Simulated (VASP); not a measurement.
Write the native input for VASP 6.6.1 that does the following.

- Task: single point
- Functional: PBE
- Potentials or basis: VASP PAW PBE potentials, release 64 (Al, B, Sb)
- Cutoff: 520 eV
- k mesh: 12 × 12 × 4
- Occupations: gaussian, width 0.1 eV
- Spin: no spin polarisation
- Dipole correction: no
- Further INCAR settings: ALGO = Normal; EDIFF = 1e-07; NBANDS = 20

The structure of Al3BSb2 lies in POSCAR:

```
Al3BSb2
1.0
    3.4930244575      0.0000000000      0.0000000000
   -1.7465122288      3.0250479162      0.0000000000
    0.0000000000      0.0000000000     10.8221465725
Al B Sb
3 1 2
Direct
    0.3333333333      0.6666666667      0.0855463777
    0.6666666667      0.3333333333      0.9144536223
    0.0000000000      0.0000000000      0.5000000000
    0.0000000000      0.0000000000      0.0000000000
    0.6666666667      0.3333333333      0.3118526187
    0.3333333333      0.6666666667      0.6881473813
```

The input as run:

INCAR

```
PREC = Accurate ; ENCUT = 520
EDIFF = 1E-7 ; ISMEAR = 0
SIGMA = 0.1 ; LREAL = False
LASPH = True ; NELM = 100
ALGO = Normal ; ISIF = 2
LWAVE = False ; LCHARG = False
GGA = PE ; NBANDS = 20
```

KPOINTS

```
Automatic mesh
0
Gamma
  12 12 4
```

Potentials or basis: VASP PAW PBE potentials, release 64 (Al, B, Sb).

The run is started by

```sh
$ cat potpaw_PBE.64/Al/POTCAR potpaw_PBE.64/B/POTCAR potpaw_PBE.64/Sb/POTCAR > POTCAR
$ mpirun -np 1 vasp_std > vasp.out
```

It gave:

```json
{"Pressure": "0.0 GPa", "Largest force": "0.019 eV/Å", "Band gap on the k mesh": "zero (band 11 reaches 10.50 eV, above the bottom of band 12 at 5.70 eV)"}
```

Caveat: spin-orbit coupling is left out, which moves the levels of the heavy elements.

It took 2.4 min on 1 thread of Intel(R) Xeon(R) Platinum 8259CL CPU @ 2.50GHz (Skylake/Cascade Lake), on a shared host, peak memory 0.34 GiB.
